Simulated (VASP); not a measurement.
# NiO: single point with PBE

The system is NiO.

```
Ni O
1.0
     0.00000    2.10700    2.10700
     2.10700    0.00000    2.10700
     2.10700    2.10700    0.00000
Ni O
1 1
Direct
  0.00000 0.00000 0.00000
  0.50000 0.50000 0.50000
```

This cell differs from its parent crystal: volume scaled by 1.040.

| Quantity | Value |
| --- | --- |
| Program | VASP 6.6.1 |
| Task | single point |
| Functional | PBE |
| Potentials or basis | VASP PAW PBE potentials, release 64 (Ni, O) |
| Cutoff | 520 eV |
| k mesh | 14 × 14 × 14 |
| Occupations | gaussian, width 0.05 eV |
| Spin | no spin polarisation |
| Dipole correction | no |
| Further INCAR settings | ALGO = Normal; EDIFF = 1e-07; NBANDS = 15 |

The pressure is -7.3 GPa and the band gap on the k mesh is zero (band 8 reaches 8.71 eV, above the bottom of band 9 at 6.00 eV).

Levels at points of the mesh, in eV from the Fermi level:
| k point | band 6 | band 7 | band 8 | band 9 | band 10 | band 11 |
| --- | --- | --- | --- | --- | --- | --- |
| (0.00, 0.00, 0.00) | -1.73 | -1.73 | -1.43 | -1.43 | 1.55 | 17.82 |
| (0.50, 0.00, 0.00) | -0.95 | -0.60 | 1.28 | 1.28 | 5.67 | 9.87 |
| (0.50, 0.50, 0.00) | -1.06 | -0.70 | -0.70 | -0.59 | 6.33 | 10.44 |

Run time: 16 s on 1 thread of Intel(R) Xeon(R) Platinum 8488C (Sapphire Rapids), on a shared host, peak memory 0.16 GiB.

Caveat: the run has no spin polarisation, though such a crystal can be magnetic; semilocal functionals often make such compounds metallic where correlation or magnetic order opens a gap, which also shifts bond lengths. Spin polarisation is off, so any magnetic state and its effect on volume and gap are missing.
